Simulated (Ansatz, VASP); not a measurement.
**One calculation of PbS, two programs**

```xyz
2
Lattice="0.0000 3.1039 3.1039 2.9650 0.1389 2.9650 2.9650 2.9650 0.1389" Properties=species:S:1:pos:R:3 pbc="T T T"
Pb    0.0000    0.0000    0.0000
S     2.9650    3.1039    3.1039
```

Change from the starting cell: strain +0.0937 x Voigt [0, 0, 0, 1, 0, 0], atoms carried along.

Alike in both runs: task single point; functional r2SCAN; k mesh 8 × 8 × 8; occupations gaussian, width 0.05 eV; no spin polarisation.

```csv
,VASP,Ansatz
version,VASP 6.6.1,Ansatz 0.2.0
potentials or method,"VASP PAW PBE potentials, release 64 (Pb_d, S), cutoff 520 eV","scalar-relativistic, plane waves, PAW"
valence electrons in the cell,20,20
```

VASP gave:

| Item | Value |
| --- | --- |
| gap on the k mesh at the Fermi level (eV) | 0.10 |
| least direct gap on the mesh (eV) | 0.47 |
| pressure (GPa) | 1.3 |
| traceless stress, the component that is largest in VASP (GPa) | -1.91 |

Problem. Which values does Ansatz return?

Solution. gap on the k mesh at the Fermi level (eV): 0.09; least direct gap on the mesh (eV): 0.46; pressure (GPa): 1.3; traceless stress, the component that is largest in VASP (GPa): -1.91.

VASP's potentials were made for PBE, not for r2SCAN. The functional is the same, so the differences come from potentials, cutoffs and numerics.

Spin-orbit coupling is off throughout.
